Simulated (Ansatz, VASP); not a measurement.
Two plane-wave programs on Ag

The input POSCAR:

```
Ag
1.0
    0.0000000000      2.0431000000      2.0431000000
    2.0431000000      0.0000000000      2.0431000000
    2.0431000000      2.0431000000      0.0000000000
Ag
1
Direct
    0.0000000000      0.0000000000      0.0000000000
```

The input INCAR.step1:

```
SYSTEM = Ag
PREC = Accurate ; ENCUT = 440
ISMEAR = -1 ; SIGMA = 0.05
LREAL = .False. ; LASPH = .True.
NELM = 120 ; NBANDS = 12
GGA = PE ; ALGO = Normal
EDIFF = 1E-5 ; LWAVE = .True.
LCHARG = .False. ; GGA_COMPAT = .False.
```

The input INCAR.step2:

```
SYSTEM = Ag
PREC = Accurate ; ENCUT = 440
EDIFF = 1E-8 ; ISMEAR = -1
SIGMA = 0.05 ; LREAL = .False.
LASPH = .True. ; NELM = 120
ALGO = Normal ; ISIF = 2
LWAVE = .False. ; LCHARG = .False.
METAGGA = R2SCAN ; LMIXTAU = .True.
LEFG = .True. ; NBANDS = 12
ISTART = 1 ; GGA_COMPAT = .False.
```

KPOINTS

```
Automatic mesh
0
Gamma
  15 15 15
  0 0 0
```

Input for Ansatz:

```yaml
crystal:
  lattice:
    - [0.0, 2.0431, 2.0431]
    - [2.0431, 0.0, 2.0431]
    - [2.0431, 2.0431, 0.0]
  atoms:
    - { symbol: Ag, position: [0.0, 0.0, 0.0] }
kpoints:
  mp_grid: { grid: [15, 15, 15] }
  band_path:
    path:
      - [0.0, 0.0, 0.0]
      - [0.5, 0.0, 0.5]
      - [0.625, 0.25, 0.625]
      - [0.375, 0.375, 0.75]
      - [0.0, 0.0, 0.0]
      - [0.5, 0.5, 0.5]
      - [0.5, 0.25, 0.75]
      - [0.5, 0.0, 0.5]
    npoints: 5
scf:
  occupations: { method: fermi_dirac, width: 0.05 }
hamiltonian:
  xc: r2scan
  pseudopotentials: { kind: paw }
output:
  forces: true
  stress: true
  eigenvalues: true
  efg: { contact_densities: true }
```

Alike in both runs: task electric field gradients; functional r2SCAN; k mesh 15 × 15 × 15; occupations fermi-dirac, width 0.05 eV; no spin polarisation.

|  | VASP | Ansatz |
| --- | --- | --- |
| version | VASP 6.6.1 | Ansatz 0.2.0 |
| potentials or method | VASP PAW PBE potentials, release 64 (Ag) | PAW with Ansatz's default frozen-core files, scalar-relativistic |
| plane-wave cutoff (eV) | 440 | 500 |
| valence electrons in the cell | 11 | 19 |

```csv
,VASP,Ansatz,Ansatz less VASP
pressure (GPa),1.5,1.3,-0.16
```

VASP's potentials were made for PBE, not for r2SCAN. VASP's potentials hold 11 valence electrons a cell and Ansatz's 19, so a difference there can come from the potentials and not from the codes.
